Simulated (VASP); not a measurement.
Wanted: the native input for a VASP 6.6.1 run.

* Task: single point
* Functional: PBE
* Potentials or basis: VASP PAW PBE potentials, release 64 (Au)
* Cutoff: 520 eV
* k mesh: 20 × 20 × 20
* Occupations: gaussian, width 0.15 eV
* Spin: no spin polarisation
* Dipole correction: no
* Further INCAR settings: ALGO = Fast; EDIFF = 1e-07; NBANDS = 12

The structure of Au lies in POSCAR:

```
Au
1.0
    0.0000000000      2.2091400000      2.1273200000
    2.2091400000      0.0000000000      2.1273200000
    2.2091400000      2.2091400000      0.0000000000
Au
1
Direct
    0.0000000000      0.0000000000      0.0000000000
```

This cell differs from its parent crystal: strain +0.080 along x and y, +0.040 along z.

These files were run (other wordings do the same):

INCAR

```
SYSTEM = Au
PREC = Accurate
ENCUT = 520
EDIFF = 1E-7
ISMEAR = 0
SIGMA = 0.15
LREAL = .FALSE.
LASPH = .TRUE.
NELM = 80
ALGO = Fast
ISIF = 2
LWAVE = .FALSE.
LCHARG = .FALSE.
GGA = PE
NBANDS = 12
```

KPOINTS

```
regular mesh
0
G
  20 20 20
  0 0 0
```

Potentials or basis: VASP PAW PBE potentials, release 64 (Au).

The run is started by

```console
$ cat potpaw_PBE.64/Au/POTCAR > POTCAR
$ mpirun -np 1 vasp_std > vasp.out
```

It gave:

The pressure is -13.1 GPa and the band gap on the k mesh is zero (an odd number of electrons rules out a gap without spin polarisation).

Caveat: the cell differs from its parent crystal (strain +0.080 along x and y, +0.040 along z); the cell stands under tension; spin-orbit coupling is left out, which moves the levels of the heavy elements.

Run time: 72 s on 1 thread of Intel(R) Xeon(R) Platinum 8488C (Sapphire Rapids) (shared host), peak memory 0.27 GiB.
